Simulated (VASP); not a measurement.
Here is a VASP 6.6.1 calculation.

File POSCAR:

```
As
1.0
    1.8807968987      1.0858785957      3.5140619945
   -1.8807968987      1.0858785957      3.5140619945
    0.0000000000     -2.1717571915      3.5140619945
As
2
Direct
    0.2260000000      0.2260000000      0.2260000000
    0.7740000000      0.7740000000      0.7740000000
```

The input INCAR.step1:

```
ALGO = Normal
EDIFF = 1E-5
ENCUT = 520
GGA = PE
ISIF = 2
ISMEAR = -1
LASPH = T
LCHARG = F
LREAL = F
LWAVE = T
NBANDS = 12
NELM = 80
PREC = Accurate
SIGMA = 0.05
```

Contents of INCAR.step2:

```
AEXX = 0.25
ALGO = Normal
EDIFF = 1E-6
ENCUT = 520
GGA = PE
ISIF = 2
ISMEAR = -1
ISTART = 1
LASPH = T
LCHARG = F
LHFCALC = T
LREAL = F
LWAVE = F
NBANDS = 12
NELM = 80
PREC = Accurate
PRECFOCK = Normal
SIGMA = 0.05
```

The input KPOINTS:

```
k-points
0
Gamma
  6 6 6
```

Potentials or basis: VASP PAW PBE potentials, release 64 (As).

Run with:

```console
$ cat potpaw_PBE.64/As/POTCAR > POTCAR
$ cp INCAR.step1 INCAR
$ mpirun -np 1 vasp_std > vasp.out
$ cp INCAR.step2 INCAR
$ mpirun -np 1 vasp_std > vasp.out
```

Task: What does it give for the largest force?

Result: 0.012 eV/Å.

Task: What does it give for the band gap on the k mesh?

Result: Zero (bands 5 and 6 overlap by 0.32 eV).

Forces in eV/Å, atoms in the order of the input:
```
As   0.000  0.000  0.012
As   0.000  0.000 -0.012
```

Caveat: the PAW data sets were made with another functional, which shifts forces and pressure a little.
